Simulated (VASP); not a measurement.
Set up this calculation in VASP 6.6.1, as the native input.

* Task: single point
* Functional: PBE
* Dispersion: D3(BJ)
* Potentials or basis: VASP PAW PBE potentials, release 64 (C, H)
* Cutoff: 520 eV
* k mesh: 2 × 2 × 1
* Occupations: fermi-dirac, width 0.02 eV
* Spin: no spin polarisation
* Dipole correction: no
* Further INCAR settings: LREAL = Auto; ALGO = Normal; EDIFF = 1e-07; NBANDS = 53

The structure of HC9 lies in POSCAR:

```
HC9
1.0
    7.3980000000      0.0000000000      0.0000000000
   -3.6990000000      6.4068560000      0.0000000000
    0.0000000000      0.0000000000     12.0000000000
C H
18 2
Direct
    0.0033673965      0.0086001621      0.0747250000
    0.2248712926      0.1200588869      0.0791583333
   -0.0033878716      0.3379660788      0.0723083333
    0.2238541476      0.4552779085      0.0759833333
   -0.0122884069      0.6696108044      0.0754833333
    0.2087714735      0.7795867427      0.0760833333
    0.3295671376      0.0081475220      0.0710916667
    0.5501254620      0.1170933138      0.0597000000
    0.3274642359      0.3357340949      0.0733750000
    0.5538091087      0.4479264088      0.0671000000
    0.3288236726      0.6840328548      0.0692083333
    0.5491175061      0.7877186564      0.0705000000
    0.6644725346      0.0093181429      0.0601000000
    0.8881712330      0.1104597949      0.0704083333
    0.6673106533      0.3424612634      0.0637583333
    0.8975705717      0.4525620679      0.0652583333
    0.6558314410      0.6754639093      0.0686916667
    0.8857403929      0.7826459655      0.0743333333
    0.6702334950      0.2820728295      0.2828250000
    0.6814147976      0.2385257293      0.3377666667
```

These files were run (other wordings do the same):

INCAR

```
PREC     = Accurate       # precision mode
ENCUT    = 520            # plane-wave cutoff, eV
EDIFF    = 1E-7           # SCF threshold, eV
ISMEAR   = -1             # smearing method
SIGMA    = 0.02           # smearing width, eV
LREAL    = Auto         
LASPH    = True           # aspherical terms in the spheres
NELM     = 100            # most SCF steps
ALGO     = Normal         # electronic algorithm
ISIF     = 2              # what is computed and relaxed
LWAVE    = False          # write WAVECAR
LCHARG   = False          # write CHGCAR
GGA      = PE             # functional
IVDW     = 12             # dispersion correction
NBANDS   = 53             # bands
```

KPOINTS

```
regular mesh
0
Gamma
  2 2 1
```

Potentials or basis: VASP PAW PBE potentials, release 64 (C, H).

Run with:

```console
$ cat potpaw_PBE.64/C/POTCAR potpaw_PBE.64/H/POTCAR > POTCAR
$ mpirun -np 1 vasp_std > vasp.out
```

Results of the run:

The largest force is 4.328 eV/Å. The band gap on the k mesh is 0.20 eV. The dispersion energy per atom is -0.083 eV.

Caveat: the k points lie up to 0.49 Å⁻¹ apart; the atoms stand as in a frame of molecular dynamics; there is no dipole correction, which matters where the two faces differ.

Wall time 2.6 min on 1 thread of AMD EPYC 9R45 96-Core Processor (Zen 5) (shared host), peak memory 0.54 GiB.
